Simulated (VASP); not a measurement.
Zr3Si2, 10 atoms in the cell. It takes space group P4/mbm (No. 127, tetragonal). Conventional cell: a = 7.631 Å, b = 7.631 Å, c = 3.936 Å, α = 90.00°, β = 90.00°, γ = 90.00°. Zr (site symmetry m2m) has 6 Si at 2.95 to 3.03 Å and 11 Zr at 3.44 to 3.99 Å within 4.0 Å. Zr (site symmetry 4/m) has 4 Si at 3.03 Å and 10 Zr at 3.44 to 3.94 Å within 4.0 Å. Si (site symmetry m2m) has 1 Si at 2.64 Å and 8 Zr at 2.95 to 3.03 Å within 3.5 Å.  This cell differs from its parent crystal: strain +0.080 along x and y, +0.080 along z.

| Item | Value |
| --- | --- |
| Program | VASP 6.6.1 |
| Task | single point |
| Functional | PBEsol |
| Potentials or basis | VASP PAW PBE potentials, release 64 (Zr_sv, Si) |
| Cutoff | 520 eV |
| k mesh | 6 × 6 × 12 |
| Occupations | gaussian, width 0.15 eV |
| Spin | no spin polarisation |
| Dipole correction | no |
| Further INCAR settings | ALGO = Fast; EDIFF = 1e-06; NBANDS = 55 |

Potentials or basis: VASP PAW PBE potentials, release 64 (Zr_sv, Si).

Command:

```bash
$ cat potpaw_PBE.64/Zr_sv/POTCAR potpaw_PBE.64/Si/POTCAR > POTCAR
$ mpirun -np 1 vasp_std > vasp.out
```

Hardware: 1 thread of Intel(R) Xeon(R) 6975P-C (Granite Rapids) (shared host).

**Question.** How long does it take, and how much memory?

**Answer.** Wall time 14 min on 1 thread of Intel(R) Xeon(R) 6975P-C (Granite Rapids), with other jobs on the host, peak memory 0.74 GiB. Counts: scf iterations 26, k points 70.
